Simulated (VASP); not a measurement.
A run of VASP 6.6.1:

INCAR

```
PREC     = Accurate       # precision mode
ENCUT    = 600            # plane-wave cutoff, eV
EDIFF    = 1E-7           # SCF threshold, eV
ISMEAR   = 0              # smearing method
SIGMA    = 0.1            # smearing width, eV
LREAL    = F              # projectors in reciprocal space
LASPH    = T              # aspherical terms in the spheres
NELM     = 60             # most SCF steps
ALGO     = Fast           # electronic algorithm
ISIF     = 3              # what is computed and relaxed
LWAVE    = F              # write WAVECAR
LCHARG   = F              # write CHGCAR
GGA      = PE             # functional
IBRION   = 2              # ionic algorithm
NSW      = 100            # ionic steps
EDIFFG   = -0.01          # ionic threshold
```

Contents of KPOINTS:

```
regular mesh
0
Gamma
  12 12 8
```

The input POSCAR:

```
Be3Bi2
1.0
    4.9736379986      0.0000000000      0.0000000000
   -2.4868189993      4.3072968560      0.0000000000
    0.0000000000      0.0000000000      5.4283640491
Be Bi
3 2
Direct
    0.3333333333      0.6666666667      0.5000000000
    0.6666666667      0.3333333333      0.5000000000
    0.0000000000      0.0000000000      0.5000000000
    0.3333333333      0.6666666667      0.0000000000
    0.6666666667      0.3333333333      0.0000000000
```

Potentials or basis: VASP PAW PBE potentials, release 64 (Be, Bi_d).

Run with:

```bash
$ cat potpaw_PBE.64/Be/POTCAR potpaw_PBE.64/Bi_d/POTCAR > POTCAR
$ mpirun -np 1 vasp_std > vasp.out
```

Hardware: 1 thread of AMD EPYC 9R45 (Zen 5), on a shared host.

Problem. Estimate the wall time of this run.

Solution. Run time: 6.9 min on 1 thread of AMD EPYC 9R45 (Zen 5), on a shared host, peak memory 0.42 GiB. Counts: scf iterations 36, k points 95, ion steps 3.
